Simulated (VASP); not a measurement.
## SiNi: single point with PBE

SiNi:

```
Si Ni
1.0
     4.37877    0.00000    0.00000
     0.00000    4.37877    0.00000
     0.00000    0.00000    4.37877
Si Ni
4 4
Direct
  0.84701 0.84701 0.84701
  0.65299 0.15299 0.34701
  0.34701 0.65299 0.15299
  0.15299 0.34701 0.65299
  0.15013 0.15013 0.15013
  0.34987 0.84987 0.65013
  0.65013 0.34987 0.84987
  0.84987 0.65013 0.34987
```

| Property | Result |
| --- | --- |
| Program | VASP 6.6.1 |
| Task | single point |
| Functional | PBE |
| Potentials or basis | VASP PAW PBE potentials, release 64 (Si, Ni) |
| Cutoff | 520 eV |
| k mesh | 8 × 8 × 8 |
| Occupations | gaussian, width 0.1 eV |
| Spin | no spin polarisation |
| Dipole correction | no |
| Further INCAR settings | ALGO = Normal; EDIFF = 1e-06; NBANDS = 38 |

The pressure is 21.2 GPa. The largest force is 0.003 eV/Å and the band gap on the k mesh is zero (bands 28 and 29 overlap by 1.33 eV).

Forces in eV/Å, atoms in the order of the input:
```
Si   0.002  0.002  0.002
Si  -0.002 -0.002  0.002
Si   0.002 -0.002 -0.002
Si  -0.002  0.002 -0.002
Ni   0.000  0.000  0.000
Ni   0.000  0.000  0.000
Ni   0.000  0.000  0.000
Ni   0.000  0.000  0.000
```

Levels at points of the mesh, in eV from the Fermi level:
```tsv
k point	band 26	band 27	band 28	band 29	band 30	band 31
(0.00, 0.00, 0.00)	-1.84	-1.84	1.15	1.15	1.15	1.39
(0.50, 0.00, 0.00)	-2.26	-0.74	-0.74	-0.18	-0.18	2.89
(0.50, 0.50, 0.00)	-1.76	-1.11	-1.11	0.42	0.42	0.91
(0.50, 0.50, 0.50)	-2.03	-2.03	-2.03	4.57	4.57	4.57
```

It took 61 s on 1 thread of Intel(R) Xeon(R) 6975P-C (Granite Rapids), on a shared host, peak memory 0.26 GiB.

Caveat: the cell stands under pressure. Spin polarisation is off, so any magnetic state and its effect on volume and gap are missing.
